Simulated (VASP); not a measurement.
Set up this calculation in VASP 6.6.1, as the native input.

* Task: single point
* Functional: PBE
* Potentials or basis: VASP PAW PBE potentials, release 64 (W_sv, S)
* Cutoff: 520 eV
* k mesh: 12 × 12 × 2
* Occupations: gaussian, width 0.02 eV
* Spin: no spin polarisation
* Dipole correction: no
* Further INCAR settings: ALGO = Normal; EDIFF = 1e-06; NBANDS = 35

The structure of WS2 lies in POSCAR:

```
WS2
1.0
    3.1881494201      0.0000000000      0.0000000000
   -1.5940747100      2.7610183889      0.0000000000
    0.0000000000      0.0000000000     14.4067700322
W S
2 4
Direct
    0.3333333333      0.6666666667      0.2500000000
    0.6666666667      0.3333333333      0.7500000000
    0.3333333333      0.6666666667      0.6409833606
    0.6666666667      0.3333333333      0.1409833606
    0.3333333333      0.6666666667      0.8590166394
    0.6666666667      0.3333333333      0.3590166394
```

The input as run:

INCAR

```
SYSTEM = WS2
  ALGO = Normal
  EDIFF = 1E-6
  ENCUT = 520
  GGA = PE
  ISIF = 2
  ISMEAR = 0
  LASPH = .TRUE.
  LCHARG = .FALSE.
  LREAL = .FALSE.
  LWAVE = .FALSE.
  NBANDS = 35
  NELM = 80
  PREC = Accurate
  SIGMA = 0.02
```

KPOINTS

```
k-points
0
G
  12 12 2
  0 0 0
```

Potentials or basis: VASP PAW PBE potentials, release 64 (W_sv, S).

Launch:

```bash
$ cat potpaw_PBE.64/W_sv/POTCAR potpaw_PBE.64/S/POTCAR > POTCAR
$ mpirun -np 1 vasp_std > vasp.out
```

It gave:

The pressure is 0.0 GPa and the largest force is 0.007 eV/Å. The band gap on the k mesh is 1.58 eV (least direct gap 1.79 eV).

Caveat: spin-orbit coupling is left out, which moves the levels of the heavy elements; this functional lacks dispersion, which binds the layers, so the pressure and a relaxed spacing across them are unreliable.

Run time: 57 s on 1 thread of Intel(R) Xeon(R) 6975P-C (Granite Rapids), on a shared host, peak memory 0.31 GiB.
